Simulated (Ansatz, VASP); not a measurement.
VH2 in VASP and in Ansatz

INCAR

```
SYSTEM = VH2
ALGO     = Normal         ! electronic algorithm
EDIFF    = 1E-8           ! SCF threshold, eV
ENCUT    = 520            ! plane-wave cutoff, eV
ISIF     = 2              ! what is computed and relaxed
ISMEAR   = -1             ! smearing method
ISPIN    = 2              ! spin polarisation
LASPH    = .TRUE.         ! aspherical terms in the spheres
LCHARG   = .FALSE.        ! write CHGCAR
LEFG     = .TRUE.       
LMAXMIX  = 4              ! l up to which the mixer works
LORBIT   = 11             ! projections on sites
LREAL    = .FALSE.        ! projectors in reciprocal space
LWAVE    = .FALSE.        ! write WAVECAR
MAGMOM   = 1.5 0 0        ! initial moments
NBANDS   = 18             ! bands
NELM     = 150            ! most SCF steps
PREC     = Accurate       ! precision mode
SIGMA    = 0.05           ! smearing width, eV
```

KPOINTS

```
k-points
0
G
  15 15 15
  0 0 0
```

The input POSCAR:

```
VH2
1.0
    0.0000000000      2.1355000000      2.1355000000
    2.1355000000      0.0000000000      2.1355000000
    2.1355000000      2.1355000000      0.0000000000
V H
1 2
Direct
    0.0000000000      0.0000000000      0.0000000000
    0.2500000000      0.2500000000      0.2500000000
    0.7500000000      0.7500000000      0.7500000000
```

Input for Ansatz:

```yaml
crystal:
  lattice:
    - [0.0, 2.1355, 2.1355]
    - [2.1355, 0.0, 2.1355]
    - [2.1355, 2.1355, 0.0]
  atoms:
    - { symbol: V, position: [0.0, 0.0, 0.0], spin: 1.5 }
    - { symbol: H, position: [0.25, 0.25, 0.25] }
    - { symbol: H, position: [0.75, 0.75, 0.75] }
magnetization:
  spin_polarized: true
kpoints:
  mp_grid: { grid: [15, 15, 15] }
  band_path:
    path:
      - [0.0, 0.0, 0.0]
      - [0.5, 0.0, 0.5]
      - [0.625, 0.25, 0.625]
      - [0.375, 0.375, 0.75]
      - [0.0, 0.0, 0.0]
      - [0.5, 0.5, 0.5]
      - [0.5, 0.25, 0.75]
      - [0.5, 0.0, 0.5]
    npoints: 6
scf:
  occupations: { method: fermi_dirac, width: 0.05 }
hamiltonian:
  xc: lda
  pseudopotentials: { kind: paw }
output:
  forces: true
  stress: true
  eigenvalues: true
  efg: { contact_densities: true }
  populations: true
```

Change from the starting cell: volume scaled by 1, PAW files.

Alike in both runs: task electric field gradients; functional LDA; k mesh 15 × 15 × 15; occupations fermi-dirac, width 0.05 eV; collinear spin.

```csv
,VASP,Ansatz
version,VASP 6.6.1,Ansatz 0.2.0
potentials or method,"VASP PAW LDA potentials, release 64 (V_sv, H)","PAW with Ansatz's default frozen-core files, scalar-relativistic"
plane-wave cutoff (eV),520,420
valence electrons in the cell,15,15
```

VASP gave:

```
pressure (GPa)           : -15.9
net moment per atom (μB) : 0.00
```

Q: Which values does Ansatz return?

A: Pressure (GPa): -16.2; net moment per atom (μB): 0.00.

LDA's correlation is that of Perdew and Zunger in VASP and of Perdew and Wang (1992) in Ansatz. Ansatz's warnings: seeded moment not kept.
